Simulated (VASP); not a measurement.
# Hg2Se3 (Pm-3m) in VASP: a series of runs, part 2 of 2

VASP 6.6.1. Earlier steps stand in the parts before.

## 3. Relaxation of cell and atoms, PBE

This run uses another cell than the first one, of 29.85 Å³/atom, 1.004 times its volume.

INCAR reads:

```
PREC = Accurate
ENCUT = 600
EDIFF = 1E-7
ISMEAR = 0
SIGMA = 0.1
LREAL = False
LASPH = True
NELM = 100
ALGO = Normal
ISIF = 3
LWAVE = False
LCHARG = False
GGA = PE
IBRION = 2
NSW = 100
EDIFFG = -0.01
```

KPOINTS reads:

```
regular mesh
0
Gamma
  8 8 8
```

POSCAR reads:

```
Hg2Se3
1.0
    5.3046904551      0.0000000000      0.0000000000
    0.0000000000      5.3046904551      0.0000000000
    0.0000000000      0.0000000000      5.3046904551
Hg Se
2 3
Direct
    0.5000000000      0.5000000000      0.5000000000
    0.0000000000      0.0000000000      0.0000000000
    0.5000000000      0.0000000000      0.0000000000
    0.0000000000      0.5000000000      0.0000000000
    0.0000000000      0.0000000000      0.5000000000
```

Potentials or basis: VASP PAW PBE potentials, release 64 (Hg, Se).

Started as:

```
cat potpaw_PBE.64/Hg/POTCAR potpaw_PBE.64/Se/POTCAR > POTCAR
mpirun -np 1 vasp_std > vasp.out
```

OUTCAR:

```text
PREC = Accurate
   ENCUT = 600
   EDIFF = 1E-7
   ISMEAR = 0
   LREAL = False
   LASPH = True
   NELM = 100
   ISIF = 3
   GGA = PE
   IBRION = 2
   NSW = 100
   EDIFFG = -0.01

 ion  position               nearest neighbor table
   1  0.500  0.500  0.500-
   2  0.000  0.000  0.000-   3 2.65   4 2.65   5 2.65   5 2.65   4 2.65   3 2.65
   3  0.500  0.000  0.000-   2 2.65   2 2.65
   4  0.000  0.500  0.000-   2 2.65   2 2.65
   5  0.000  0.000  0.500-   2 2.65   2 2.65

  LATTYP: Found a simple cubic cell.
 ALAT       =     5.3046904551

  Lattice vectors:

 A1 = (   5.3046904551,   0.0000000000,   0.0000000000)
 A2 = (   0.0000000000,   5.3046904551,   0.0000000000)
 A3 = (   0.0000000000,   0.0000000000,   5.3046904551)

Analysis of symmetry for initial positions (statically):
=====================================================================
 Subroutine PRICEL returns:
 Original cell was already a primitive cell.

 Routine SETGRP: Setting up the symmetry group for a
 simple cubic supercell.

 Subroutine GETGRP returns: Found 48 space group operations
 (whereof 48 operations were pure point group operations)
 out of a pool of 48 trial point group operations.

The static configuration has the point symmetry O_h .

Analysis of symmetry for dynamics (positions and initial velocities):
=====================================================================
 Subroutine PRICEL returns:
 Original cell was already a primitive cell.

 Routine SETGRP: Setting up the symmetry group for a
 simple cubic supercell.

 Subroutine GETGRP returns: Found 48 space group operations
 (whereof 48 operations were pure point group operations)
 out of a pool of 48 trial point group operations.

The dynamic configuration has the point symmetry O_h .

 Subroutine INISYM returns: Found 48 space group operations
 (whereof 48 operations are pure point group operations),
 and found     1 'primitive' translations

----------------------------------------------------------------------------------------

                                     Primitive cell

  volume of cell :     149.2726

  direct lattice vectors                    reciprocal lattice vectors
     5.304690455  0.000000000  0.000000000     0.188512413  0.000000000  0.000000000
     0.000000000  5.304690455  0.000000000     0.000000000  0.188512413  0.000000000
     0.000000000  0.000000000  5.304690455     0.000000000  0.000000000  0.188512413

  length of vectors
     5.304690455  5.304690455  5.304690455     0.188512413  0.188512413  0.188512413

  position of ions in fractional coordinates (direct lattice)
     0.500000000  0.500000000  0.500000000
     0.000000000  0.000000000  0.000000000
[... 109 lines left out ...]
   LHFCALC =     F    Hartree Fock is set to
   AEXX    =    0.0000 exact exchange contribution
   IVDW    =     0    specifies the selected vdW correction
   LEPSILON=     F    determine dielectric tensor
   LRPA    =     F    only Hartree local field effects (RPA)
 conjugate gradient relaxation of ions
 non-spin polarized calculation
 Gauss-broadening in eV      SIGMA  =   0.10
  energy-cutoff  :      600.00
  volume of cell :      149.27
 maximum number of plane-waves:      4998
   NGX = 21   NGY = 21   NGZ = 21

--------------------------------------- Ionic step        1  -------------------------------------------

 number of electron      42.0000007 magnetization

 Free energy of the ion-electron system (eV)
  ---------------------------------------------------
  ext. energy  EPLUGINS =         0.00000000
  ---------------------------------------------------
  free energy    TOTEN  =        -7.48515452 eV

  energy without entropy =       -7.45440265  energy(sigma->0) =       -7.46977859

------------------------ aborting loop because EDIFF is reached ----------------------------------------

  FORCE on cell =-STRESS in cart. coord.  units (eV):
  Direction    XX          YY          ZZ          XY          YZ          ZX
  --------------------------------------------------------------------------------------
  -------------------------------------------------------------------------------------
  Total        0.0945257      0.0945257      0.0945257     -0.0000000     -0.0000000     -0.0000000
  in kB        1.0145666      1.0145666      1.0145666     -0.0000000     -0.0000000     -0.0000000
  external PRESSURE =       1.0145666 kB  Pullay stress =       0.0000000 kB

 VOLUME and BASIS-vectors are now :
 -----------------------------------------------------------------------------
  energy-cutoff  :      600.00
  volume of cell :      149.27
      direct lattice vectors                 reciprocal lattice vectors
     5.304690455  0.000000000  0.000000000     0.188512413  0.000000000  0.000000000
     0.000000000  5.304690455  0.000000000     0.000000000  0.188512413  0.000000000
     0.000000000  0.000000000  5.304690455     0.000000000  0.000000000  0.188512413

 POSITION                                       TOTAL-FORCE (eV/Angst)
 -----------------------------------------------------------------------------------
      2.65235      2.65235      2.65235         0.000000      0.000000      0.000000
      0.00000      0.00000      0.00000         0.000000      0.000000      0.000000
      2.65235      0.00000      0.00000         0.000000      0.000000      0.000000
      0.00000      2.65235      0.00000         0.000000      0.000000      0.000000
      0.00000      0.00000      2.65235         0.000000      0.000000      0.000000
 -----------------------------------------------------------------------------------
    total drift:                                0.000000      0.000000     -0.000000

  FREE ENERGIE OF THE ION-ELECTRON SYSTEM (eV)
  ---------------------------------------------------
  free  energy   TOTEN  =        -7.4851545200 eV

  energy  without entropy=       -7.4544026503  energy(sigma->0) =       -7.46977859

--------------------------------------- Ionic step        2  -------------------------------------------

 number of electron      42.0000007 magnetization

 Free energy of the ion-electron system (eV)
  ---------------------------------------------------
  ext. energy  EPLUGINS =         0.00000000
  ---------------------------------------------------
  free energy    TOTEN  =        -7.48529222 eV

  energy without entropy =       -7.45427582  energy(sigma->0) =       -7.46978402

 E-fermi :   0.7803     XC(G=0):  -8.9482

 val. band max:        0.7770717922   @ k =   0.5000   0.3750   0.1250
 cond. band min:       0.7976004903   @ k =   0.5000   0.3750   0.2500
 fundamental gap:      0.0205286981
 Fermi energy:         0.7803204799

 k-point     1 :       0.0000    0.0000    0.0000
  band No.  band energies     occupation
      1     -12.1956      2.00000
      2     -11.1993      2.00000
      3     -11.1993      2.00000
      4      -6.1079      2.00000
      5      -6.1079      2.00000
      6      -6.1079      2.00000
[... 661 lines left out ...]
     24       5.2329      0.00000
     25       5.6301      0.00000

 [... further k-points ...]
[... 5 lines left out ...]
  --------------------------------------------------------------------------------------
  -------------------------------------------------------------------------------------
  Total        0.0103972      0.0103972      0.0103972      0.0000000      0.0000000     -0.0000000
  in kB        0.1112909      0.1112909      0.1112909      0.0000000      0.0000000     -0.0000000
  external PRESSURE =       0.1112909 kB  Pullay stress =       0.0000000 kB

 VOLUME and BASIS-vectors are now :
 -----------------------------------------------------------------------------
  energy-cutoff  :      600.00
  volume of cell :      149.68
      direct lattice vectors                 reciprocal lattice vectors
     5.309528516 -0.000000000 -0.000000000     0.188340640  0.000000000 -0.000000000
    -0.000000000  5.309528516 -0.000000000     0.000000000  0.188340640  0.000000000
     0.000000000 -0.000000000  5.309528516     0.000000000  0.000000000  0.188340640

 POSITION                                       TOTAL-FORCE (eV/Angst)
 -----------------------------------------------------------------------------------
      2.65476      2.65476      2.65476        -0.000000     -0.000000      0.000000
      0.00000      0.00000      0.00000         0.000000     -0.000000      0.000000
      2.65476     -0.00000     -0.00000         0.000000     -0.000000      0.000000
     -0.00000      2.65476     -0.00000         0.000000      0.000000      0.000000
      0.00000     -0.00000      2.65476         0.000000     -0.000000      0.000000
 -----------------------------------------------------------------------------------
    total drift:                                0.000000      0.000000     -0.000000

  FREE ENERGIE OF THE ION-ELECTRON SYSTEM (eV)
  ---------------------------------------------------
  free  energy   TOTEN  =        -7.4852922233 eV

  energy  without entropy=       -7.4542758240  energy(sigma->0) =       -7.46978402

 reached required accuracy - stopping structural energy minimisation
```

OSZICAR:

```text
N       E                     dE             d eps       ncg     rms          rms(c)
DAV:   1     0.312576386190E+03    0.31258E+03   -0.20703E+04  1750   0.165E+03
[... 16 lines left out ...]
DAV:   1    -0.748787348913E+01   -0.27190E-02   -0.58032E-02  1930   0.209E+00    0.385E-01
DAV:   2    -0.748558695837E+01    0.22865E-02   -0.70181E-03  1831   0.849E-01    0.150E-01
DAV:   3    -0.748535146370E+01    0.23549E-03   -0.60267E-04  1937   0.146E-01    0.123E-01
DAV:   4    -0.748530068230E+01    0.50781E-04   -0.11231E-04  1791   0.626E-02    0.431E-02
DAV:   5    -0.748529324501E+01    0.74373E-05   -0.15710E-05  1981   0.334E-02    0.178E-02
DAV:   6    -0.748529220587E+01    0.10391E-05   -0.15642E-06  1811   0.907E-03    0.354E-03
DAV:   7    -0.748529222334E+01   -0.17472E-07   -0.24983E-07  1410   0.453E-03
   2 F= -.74852922E+01 E0= -.74697840E+01  d E =-.137703E-03
```

Wall time 1.8 min (1 thread of AMD EPYC 9R45 (Zen 5), shared host); peak memory 0.33 GiB.

What came out:

```
Free energy                            : -7.4853 eV
Relaxed volume                         : 29.94 Å³/atom
Relaxed cell                           : a = 5.310 Å, b = 5.310 Å, c = 5.310 Å, α = 90.00°, β = 90.00°, γ = 90.00°
Space group after relaxing (to 0.05 Å) : Pm-3m (No. 221)
Energy gained by relaxing              : 0.0 meV/atom
Ionic steps                            : 2
Pressure after relaxing                : 0.0 GPa
Band gap on the k mesh                 : zero (band 21 reaches 1.32 eV, above the bottom of band 22 at 0.41 eV)
```

Step by step:
```tsv
step	energy change (eV)	largest force (eV/Å)	pressure (GPa)	volume (Å³)
1	0.0000	0.0000	0.10	149.27
2	-0.0001	0.0000	0.01	149.68
```

Final structure:
```cif
data_structure
_symmetry_space_group_name_H-M 'P 1'
_symmetry_Int_Tables_number 1
_cell_length_a 5.3095
_cell_length_b 5.3095
_cell_length_c 5.3095
_cell_angle_alpha 90.000
_cell_angle_beta 90.000
_cell_angle_gamma 90.000
_cell_volume 149.68
loop_
_atom_site_label
_atom_site_type_symbol
_atom_site_fract_x
_atom_site_fract_y
_atom_site_fract_z
_atom_site_occupancy
Hg1 Hg 0.50000 0.50000 0.50000 1
Hg2 Hg 0.00000 0.00000 0.00000 1
Se1 Se 0.50000 0.00000 0.00000 1
Se2 Se 0.00000 0.50000 0.00000 1
Se3 Se 0.00000 0.00000 0.50000 1
```

Caveat: spin-orbit coupling is left out, which moves the levels of the heavy elements.

## 4. Single point, PBE

This run uses another cell than the first one, of 27.15 Å³/atom, 0.913 times its volume.

INCAR reads:

```
ALGO = Normal ; EDIFF = 1E-6
ENCUT = 520 ; GGA = PE
ISIF = 2 ; ISMEAR = 0
LASPH = T ; LCHARG = T
LELF = T ; LREAL = F
LVHAR = T ; LWAVE = F
NBANDS = 29 ; NELM = 100
PREC = Accurate ; SIGMA = 0.1
```

KPOINTS reads:

```
k-points
0
Gamma
  4 4 4
```

POSCAR: that of step 3 with these lines changed.

```diff
@@ -2,5 +2,5 @@
 1.0
-    5.3046904551      0.0000000000      0.0000000000
-    0.0000000000      5.3046904551      0.0000000000
-    0.0000000000      0.0000000000      5.3046904551
+    5.1395116500      0.0000000000      0.0000000000
+    0.0000000000      5.1395116500      0.0000000000
+    0.0000000000      0.0000000000      5.1395116500
 Hg Se
```

Started as:

```
cat potpaw_PBE.64/Hg/POTCAR potpaw_PBE.64/Se/POTCAR > POTCAR
mpirun -np 1 vasp_std > vasp.out
```

Run time: 23 s. Hardware: 1 thread of AMD EPYC 9R45 (Zen 5), shared host; peak memory 0.22 GiB.

It converged, with:

```
Free energy            : -7.1537 eV
Pressure               : 4.9 GPa
Band gap on the k mesh : zero (band 21 reaches 2.14 eV, above the bottom of band 22 at 1.12 eV)
```

Levels at points of the mesh, in eV from the Fermi level:
```tsv
k point	band 18	band 19	band 20	band 21	band 22	band 23	band 24	band 25
(0.00, 0.00, 0.00)	-0.69	-0.69	-0.69	-0.62	-0.47	-0.47	-0.47	6.70
(0.50, 0.00, 0.00)	-1.04	-1.04	-0.89	-0.36	-0.36	0.53	3.42	4.62
(0.50, 0.50, 0.00)	-1.70	-0.72	-0.72	0.33	0.57	1.61	4.41	5.47
(0.50, 0.50, 0.50)	-1.86	0.54	0.54	0.54	1.64	1.64	5.07	5.07
```

Caveat: spin-orbit coupling is left out, which moves the levels of the heavy elements.

## 5. Summary

```csv
task,cell,k mesh,cutoff (eV),gap on the mesh (eV),pressure (GPa)
single point,"a = 5.297 Å, 5 atoms",8 × 8 × 8,520,none,0.2
relaxation of cell and atoms,"relaxed from a = 5.305 Å, 5 atoms",8 × 8 × 8,600,none,0.0
single point,"a = 5.140 Å, 5 atoms",4 × 4 × 4,520,none,4.9
```

Alike in all rows: level PBE; potentials or basis VASP PAW PBE potentials, release 64 (Hg, Se); no spin polarisation; smearing gaussian 0.1 eV.

Caveats: spin-orbit coupling is left out, which moves the levels of the heavy elements.

Total energies depend on the potentials used, so only differences within one code and one set of settings carry meaning.
